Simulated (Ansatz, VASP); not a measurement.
**EuO in VASP and in Ansatz**

```
CELL_PARAMETERS angstrom
0.00000 2.58830 -2.58830
0.00000 2.58830 2.58830
5.17659 0.00000 0.00000
ATOMIC_POSITIONS crystal
Eu 0.00000 0.00000 0.00000
Eu 0.50000 0.50000 0.50000
O 0.00000 0.00000 0.50000
O 0.50000 0.50000 0.00000
```

Alike in both runs: task single point; functional PBE; k mesh 4 × 4 × 3; occupations gaussian, width 0.05 eV; collinear spin; Hubbard terms Eu f U = 6.0 eV.

```csv
,VASP,Ansatz
version,VASP 6.6.1,Ansatz 0.2.0
potentials or method,"VASP PAW PBE potentials, release 64 (Eu, O), cutoff 600 eV","scalar-relativistic, plane waves, PAW"
valence electrons in the cell,46,46
```

```csv
,VASP,Ansatz,Ansatz less VASP
gap on the k mesh at the Fermi level (eV),0.49,0.90,+0.414
least direct gap on the mesh (eV),0.49,0.90,+0.414
pressure (GPa),0.2,0.5,+0.28
net moment per atom (μB),0.00,0.00,0.000
size of the moment on the site where the two differ most (μB),6.71,6.75,+0.045
```

Site moments also hang on the region over which each program counts them. The programs project onto different local orbitals, so the same U acts differently, and such runs can settle in different states. Ansatz's warnings: stability check not made.

The k mesh is coarse, so the values compare programs but aren't converged. Neither program's run includes spin-orbit coupling.
